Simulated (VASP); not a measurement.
# Ru (Pm-3m) in VASP: further runs

Runs on Ru. Level: r2SCAN. Tasks: single point, relaxation of cell and atoms.

Everything below comes from runs of VASP 6.6.1. Logs are shortened: lines on timing, memory, paths and dates and some standing lists are left out, and cuts for length are marked.

**1. The cell of the first run**

The structure is cubic, space group Pm-3m (No. 221). The conventional cell has a = 2.556 Å, b = 2.556 Å, c = 2.556 Å, α = 90.00°, β = 90.00°, γ = 90.00°. Ru (site symmetry m-3m) has 6 Ru at 2.56 Å within 3.4 Å.

**2. Single point, r2SCAN (volume scaled by 1.08)**

POSCAR reads:

```
Ru
1.0
    2.5561830311      0.0000000000      0.0000000000
    0.0000000000      2.5561830311      0.0000000000
    0.0000000000      0.0000000000      2.5561830311
Ru
1
Direct
    0.0000000000      0.0000000000      0.0000000000
```

INCAR.step1 reads:

```
PREC = Accurate
ENCUT = 520
ISMEAR = -1
SIGMA = 0.1
LREAL = False
LASPH = True
NELM = 60
NBANDS = 13
GGA = PE
ALGO = Normal
EDIFF = 1E-4
LWAVE = True
LCHARG = False
```

INCAR.step2 reads:

```
PREC = Accurate
ENCUT = 520
EDIFF = 1E-6
ISMEAR = -1
SIGMA = 0.1
LREAL = False
LASPH = True
NELM = 60
ALGO = Normal
ISIF = 2
LWAVE = False
LCHARG = False
METAGGA = R2SCAN
LMIXTAU = True
NBANDS = 13
ISTART = 1
```

KPOINTS reads:

```
Automatic mesh
0
Gamma
  14 14 14
```

Potentials or basis: VASP PAW PBE potentials, release 64 (Ru_pv).

Launch:

```sh
> cat potpaw_PBE.64/Ru_pv/POTCAR > POTCAR
> cp INCAR.step1 INCAR
> mpirun -np 1 vasp_std > vasp.out
> cp INCAR.step2 INCAR
> mpirun -np 1 vasp_std > vasp.out
```

OUTCAR:

```text
PREC = Accurate
   ENCUT = 520
   EDIFF = 1E-6
   ISMEAR = -1
   LREAL = False
   LASPH = True
   NELM = 60
   ISIF = 2
   METAGGA = R2SCAN
   ISTART = 1

 ion  position               nearest neighbor table
   1  0.000  0.000  0.000-

  LATTYP: Found a simple cubic cell.
 ALAT       =     2.5561830311

  Lattice vectors:

 A1 = (   2.5561830311,   0.0000000000,   0.0000000000)
 A2 = (   0.0000000000,   2.5561830311,   0.0000000000)
 A3 = (   0.0000000000,   0.0000000000,   2.5561830311)

Analysis of symmetry for initial positions (statically):
=====================================================================
 Subroutine PRICEL returns:
 Original cell was already a primitive cell.

 Routine SETGRP: Setting up the symmetry group for a
 simple cubic supercell.

 Subroutine GETGRP returns: Found 48 space group operations
 (whereof 48 operations were pure point group operations)
 out of a pool of 48 trial point group operations.

The static configuration has the point symmetry O_h .

Analysis of symmetry for dynamics (positions and initial velocities):
=====================================================================
 Subroutine PRICEL returns:
 Original cell was already a primitive cell.

 Routine SETGRP: Setting up the symmetry group for a
 simple cubic supercell.

 Subroutine GETGRP returns: Found 48 space group operations
 (whereof 48 operations were pure point group operations)
 out of a pool of 48 trial point group operations.

The dynamic configuration has the point symmetry O_h .

 Subroutine INISYM returns: Found 48 space group operations
 (whereof 48 operations are pure point group operations),
 and found     1 'primitive' translations

----------------------------------------------------------------------------------------

                                     Primitive cell

  volume of cell :      16.7023

  direct lattice vectors                    reciprocal lattice vectors
     2.556183031  0.000000000  0.000000000     0.391208293  0.000000000  0.000000000
     0.000000000  2.556183031  0.000000000     0.000000000  0.391208293  0.000000000
     0.000000000  0.000000000  2.556183031     0.000000000  0.000000000  0.391208293

  length of vectors
     2.556183031  2.556183031  2.556183031     0.391208293  0.391208293  0.391208293

  position of ions in fractional coordinates (direct lattice)
     0.000000000  0.000000000  0.000000000

  ion indices of the primitive-cell ions
   primitive index   ion index
                 1           1

----------------------------------------------------------------------------------------

 KPOINTS: Automatic mesh

Automatic generation of k-mesh.
 Grid dimensions read from file:
 generate k-points for:   14   14   14

 Generating k-lattice:

  Cartesian coordinates                     Fractional coordinates (reciprocal lattice)
     0.027943449  0.000000000  0.000000000     0.071428571  0.000000000  0.000000000
     0.000000000  0.027943449  0.000000000     0.000000000  0.071428571  0.000000000
     0.000000000  0.000000000  0.027943449     0.000000000  0.000000000  0.071428571

  Length of vectors
     0.027943449  0.027943449  0.027943449

  Shift w.r.t. Gamma in fractional coordinates (k-lattice)
     0.000000000  0.000000000  0.000000000

 Subroutine IBZKPT returns following result:
 ===========================================

 Found    120 irreducible k-points:

 Following reciprocal coordinates:
            Coordinates               Weight
  0.000000  0.000000  0.000000      1.000000
  0.071429  0.000000  0.000000      6.000000
  0.142857  0.000000  0.000000      6.000000
  0.214286  0.000000  0.000000      6.000000
  0.285714  0.000000  0.000000      6.000000
  0.357143  0.000000  0.000000      6.000000
[... 16 lines left out ...]
  0.285714  0.214286  0.000000     24.000000
  0.357143  0.214286  0.000000     24.000000
 [... further k-points ...]
   k-points           NKPTS =    120   k-points in BZ     NKDIM =    120   number of bands    NBANDS=     13
   number of dos      NEDOS =    301   number of ions     NIONS =      1
   total plane-waves  NPLWV =   8000
   dimension x,y,z NGX =    20 NGY =   20 NGZ =   20
   dimension x,y,z NGXF=    40 NGYF=   40 NGZF=   40
   ions per type =               1
   NGX,Y,Z   is equivalent  to a cutoff of  13.01, 13.01, 13.01 a.u.
   NGXF,Y,Z  is equivalent  to a cutoff of  26.01, 26.01, 26.01 a.u.
 SYSTEM =  unknown system
   PREC   = accura    normal or accurate (medium, high low for compatibility)
   ISTART =      1    job   : 0-new  1-cont  2-samecut
   ICHARG =      0    charge: 1-file 2-atom 10-const
   ISPIN  =      1    spin polarized calculation?
   LNONCOLLINEAR =      F non collinear calculations
   LSORBIT =      F    spin-orbit coupling
   LASPH  =      T    aspherical Exc in radial PAW
   ENCUT  =  520.0 eV  38.22 Ry    6.18 a.u.   4.75  4.75  4.75*2*pi/ulx,y,z
   NELM   =     60;   NELMIN=  2; NELMDL=  0     # of ELM steps
   EDIFF  = 0.1E-05   stopping-criterion for ELM
   LREAL  =      F    real-space projection
   EDIFFG = 0.1E-04   stopping-criterion for IOM
   NSW    =      0    number of steps for IOM
   IBRION =     -1    ionic relax: 0-MD 1-quasi-New 2-CG
   NFREE  =      0    steps in history (QN), initial steepest desc. (CG)
   ISIF   =      2    stress and relaxation
   ISYM   =      2    0-nonsym 1-usesym 2-fastsym
   POTIM  = 0.5000    time-step for ionic-motion
   TEBEG  =    0.0;   TEEND  =   0.0 temperature during run
   PSTRESS=    0.0 pullay stress
   NELECT =      14.0000    total number of electrons
   NUPDOWN=      -1.0000    fix difference up-down
   EMIN   =  10.00;   EMAX   =-10.00  energy-range for DOS
   EFERMI =   0.00;   METHOD = LEGACY
   ISMEAR =    -1;   SIGMA  =   0.10  broadening in eV -4-tet -1-fermi 0-gaus
   EFERMI_NEDOS =   21; number of points for ismear=-14 and -15
   IALGO  =     38    algorithm
   IMIX   =      4    mixing-type and parameters
     AMIX     =   0.40;   BMIX     =  1.00
     AMIX_MAG =   1.60;   BMIX_MAG =  1.00
  volume/ion in A,a.u.               =      16.70       112.71
  Fermi-wavevector in a.u.,A,eV,Ry     =   1.543567  2.916919 32.417240  2.382600
  Thomas-Fermi vector in A             =   2.649212
   LORBIT       =      0    0 simple, 1 ext, 2 COOP (PROOUT), +10 PAW based schemes
   METAGGA = R2SCAN    functional components
   LHFCALC =     F    Hartree Fock is set to
   AEXX    =    0.0000 exact exchange contribution
   IVDW    =     0    specifies the selected vdW correction
   LEPSILON=     F    determine dielectric tensor
   LRPA    =     F    only Hartree local field effects (RPA)
 non-spin polarized calculation
  energy-cutoff  :      520.00
  volume of cell :       16.70
 maximum number of plane-waves:       468
 NGX is ok and might be reduce to    20
   NGX =  9   NGY =  9   NGZ =  9

 number of electron      14.0000011 magnetization

 Free energy of the ion-electron system (eV)
  ---------------------------------------------------
  ext. energy  EPLUGINS =         0.00000000
  ---------------------------------------------------
  free energy    TOTEN  =       -24.22995813 eV

  energy without entropy =      -24.17554517  energy(sigma->0) =      -24.20275165

 E-fermi :   9.5693     XC(G=0): -13.6607

 val. band max:        9.5686208392   @ k =   0.2857   0.1429   0.0000
 cond. band min:       9.5726169836   @ k =   0.5000   0.0000   0.0000
 fundamental gap:      0.0039961443
 Fermi energy:         9.5693416277

 k-point     1 :       0.0000    0.0000    0.0000
  band No.  band energies     occupation
      1     -34.1255      2.00000
      2     -34.1255      2.00000
      3     -34.1255      2.00000
      4       2.5670      2.00000
      5       4.3610      2.00000
      6       4.3610      2.00000
      7      11.1229      0.00000
      8      11.1229      0.00000
      9      11.1229      0.00000
     10      18.5778      0.00000
     11      26.6490      0.00000
     12      26.6490      0.00000
     13      26.6490      0.00000

 k-point     2 :       0.0714    0.0000    0.0000
  band No.  band energies     occupation
      1     -34.1749      2.00000
      2     -34.1214      2.00000
      3     -34.1214      2.00000
      4       2.7215      2.00000
      5       4.3943      2.00000
      6       4.5139      2.00000
      7      10.9720      0.00000
      8      10.9720      0.00000
      9      11.1344      0.00000
     10      18.5779      0.00000
     11      25.6862      0.00000
     12      26.9293      0.00000
     13      26.9293      0.00000

 k-point     3 :       0.1429    0.0000    0.0000
  band No.  band energies     occupation
      1     -34.3121      2.00000
      2     -34.1099      2.00000
      3     -34.1099      2.00000
      4       3.1291      2.00000
      5       4.4891      2.00000
      6       4.9962      2.00000
      7      10.5709      0.00009
      8      10.5709      0.00009
      9      11.1668      0.00000
     10      18.5780      0.00000
     11      23.7225      0.00000
     12      27.7094      0.00000
     13      27.7094      0.00000
[... 305 lines left out ...]
 k-point    23 :       0.2857    0.2143    0.0000
  band No.  band energies     occupation
      1     -34.6772      2.00000
      2     -34.4455      2.00000
      3     -34.0430      2.00000
      4       4.8546      2.00000
      5       5.8556      2.00000
      6       7.1096      2.00000
      7       9.3278      1.83596
      8       9.6394      0.66350
      9      10.2766      0.00170
     10      18.5779      0.00000
     11      20.9016      0.00000
     12      24.4317      0.00000
     13      29.7039      0.00000

 k-point    24 :       0.3571    0.2143    0.0000
  band No.  band energies     occupation
      1     -34.8611      2.00000
      2     -34.4256      2.00000
      3     -34.0264      2.00000
      4       5.1493      2.00000
      5       5.8867      2.00000
      6       7.3251      2.00000
      7       9.2152      1.94370
      8      10.3382      0.00092
      9      10.3965      0.00051
     10      18.5776      0.00000
     11      19.0447      0.00000
     12      25.3975      0.00000
     13      29.0317      0.00000

 [... further k-points ...]
[... 5 lines left out ...]
  --------------------------------------------------------------------------------------
  -------------------------------------------------------------------------------------
  Total       -1.4873418     -1.4873418     -1.4873418      0.0000000     -0.0000000      0.0000000
  in kB     -142.6742211   -142.6742211   -142.6742211      0.0000000     -0.0000000      0.0000000
  external PRESSURE =    -142.6742211 kB  Pullay stress =       0.0000000 kB

 VOLUME and BASIS-vectors are now :
 -----------------------------------------------------------------------------
  energy-cutoff  :      520.00
  volume of cell :       16.70
      direct lattice vectors                 reciprocal lattice vectors
     2.556183031  0.000000000  0.000000000     0.391208293  0.000000000  0.000000000
     0.000000000  2.556183031  0.000000000     0.000000000  0.391208293  0.000000000
     0.000000000  0.000000000  2.556183031     0.000000000  0.000000000  0.391208293

 POSITION                                       TOTAL-FORCE (eV/Angst)
 -----------------------------------------------------------------------------------
      0.00000      0.00000      0.00000         0.000000      0.000000      0.000000
 -----------------------------------------------------------------------------------
    total drift:                                0.000000      0.000000      0.000000

  FREE ENERGIE OF THE ION-ELECTRON SYSTEM (eV)
  ---------------------------------------------------
  free  energy   TOTEN  =       -24.2299581268 eV

  energy  without entropy=      -24.1755451686  energy(sigma->0) =      -24.20275165
```

It took 27 s on 1 thread of Intel Xeon 6975P-C (Granite Rapids), shared host; peak memory 0.14 GiB.

Results:

* Free energy: -24.2300 eV
* Pressure: -14.3 GPa
* Band gap on the k mesh: zero (band 7 reaches 13.05 eV, above the bottom of band 8 at 8.79 eV)

Caveat: the cell differs from its parent crystal (volume scaled by 1.08); the PAW data sets were made with another functional, which shifts forces and pressure a little.

**3. Single point, r2SCAN (volume scaled by 1.12)**

POSCAR reads:

```
Ru
1.0
    2.5873590675      0.0000000000      0.0000000000
    0.0000000000      2.5873590675      0.0000000000
    0.0000000000      0.0000000000      2.5873590675
Ru
1
Direct
    0.0000000000      0.0000000000      0.0000000000
```

INCAR.step1 reads:

```
SYSTEM = Ru
PREC = Accurate
ENCUT = 520
ISMEAR = -1
SIGMA = 0.1
LREAL = .FALSE.
LASPH = .TRUE.
NELM = 100
NBANDS = 13
GGA = PE
ALGO = Normal
EDIFF = 1E-4
LWAVE = .TRUE.
LCHARG = .FALSE.
```

INCAR.step2 reads:

```
SYSTEM = Ru
PREC = Accurate
ENCUT = 520
EDIFF = 1E-6
ISMEAR = -1
SIGMA = 0.1
LREAL = .FALSE.
LASPH = .TRUE.
NELM = 100
ALGO = Normal
ISIF = 2
LWAVE = .FALSE.
LCHARG = .FALSE.
METAGGA = R2SCAN
LMIXTAU = .TRUE.
NBANDS = 13
ISTART = 1
```

KPOINTS reads:

```
regular mesh
0
G
  14 14 14
  0 0 0
```

Potentials or basis: VASP PAW PBE potentials, release 64 (Ru_pv).

Launch:

```sh
> cat potpaw_PBE.64/Ru_pv/POTCAR > POTCAR
> cp INCAR.step1 INCAR
> mpirun -np 1 vasp_std > vasp.out
> cp INCAR.step2 INCAR
> mpirun -np 1 vasp_std > vasp.out
```

Run time: 27 s. Hardware: 1 thread of Intel Xeon 6975P-C (Granite Rapids), shared host; peak memory 0.14 GiB.

The run converged. Its results:

| Item | Value |
| --- | --- |
| Free energy | -24.1640 eV |
| Pressure | -19.8 GPa |
| Band gap on the k mesh | zero (band 7 reaches 12.31 eV, above the bottom of band 8 at 8.27 eV) |

Levels at points of the mesh, in eV from the Fermi level:
| k point | band 4 | band 5 | band 6 | band 7 | band 8 | band 9 | band 10 | band 11 |
| --- | --- | --- | --- | --- | --- | --- | --- | --- |
| (0.00, 0.00, 0.00) | -6.79 | -4.95 | -4.95 | 1.47 | 1.47 | 1.47 | 9.02 | 16.79 |
| (0.50, 0.00, 0.00) | -4.27 | -4.22 | -0.86 | -0.86 | 0.07 | 1.69 | 6.85 | 9.02 |
| (0.50, 0.50, 0.00) | -5.44 | -3.39 | -0.41 | -0.41 | 3.14 | 5.66 | 5.66 | 9.02 |
| (0.50, 0.50, 0.50) | -4.25 | -4.25 | -4.25 | 3.29 | 3.29 | 9.02 | 10.17 | 12.20 |

Caveat: the cell differs from its parent crystal (volume scaled by 1.12); the PAW data sets were made with another functional, which shifts forces and pressure a little.

**4. Single point, r2SCAN**

This run uses another cell than the first one, of 15.47 Å³/atom, 0.926 times its volume.

POSCAR reads:

```
Ru
1.0
    2.4914415084      0.0000000000      0.0000000000
    0.0000000000      2.4914415084      0.0000000000
    0.0000000000      0.0000000000      2.4914415084
Ru
1
Direct
    0.0000000000      0.0000000000      0.0000000000
```

INCAR.step1 reads:

```
SYSTEM = Ru
  PREC = Accurate
  ENCUT = 520
  ISMEAR = -1
  SIGMA = 0.1
  LREAL = .FALSE.
  LASPH = .TRUE.
  NELM = 100
  NBANDS = 13
  GGA = PE
  ALGO = Normal
  EDIFF = 1E-4
  LWAVE = .TRUE.
  LCHARG = .FALSE.
```

INCAR.step2 reads:

```
SYSTEM = Ru
  PREC = Accurate
  ENCUT = 520
  EDIFF = 1E-7
  ISMEAR = -1
  SIGMA = 0.1
  LREAL = .FALSE.
  LASPH = .TRUE.
  NELM = 100
  ALGO = Normal
  ISIF = 2
  LWAVE = .FALSE.
  LCHARG = .FALSE.
  METAGGA = R2SCAN
  LMIXTAU = .TRUE.
  NBANDS = 13
  ISTART = 1
```

KPOINTS reads:

```
regular mesh
0
G
  21 21 21
  0 0 0
```

Launch:

```sh
> cat potpaw_PBE.64/Ru_pv/POTCAR > POTCAR
> cp INCAR.step1 INCAR
> mpirun -np 1 vasp_std > vasp.out
> cp INCAR.step2 INCAR
> mpirun -np 1 vasp_std > vasp.out
```

Wall time 66 s (1 thread of Intel Xeon 6975P-C (Granite Rapids), shared host); peak memory 0.17 GiB.

It converged, with:

```
Free energy            : -24.2855 eV
Pressure               : 1.4 GPa
Band gap on the k mesh : zero (band 7 reaches 14.62 eV, above the bottom of band 8 at 9.69 eV)
```

Levels at points of the mesh, in eV from the Fermi level:
```csv
k point,band 3,band 4,band 5,band 6,band 7,band 8,band 9,band 10,band 11,band 12
"(0.00, 0.00, 0.00)",-43.75,-7.48,-5.79,-5.79,1.74,1.74,1.74,9.00,17.68,17.68
```

Caveat: the PAW data sets were made with another functional, which shifts forces and pressure a little.

(Part 1 of 2 ends here.)
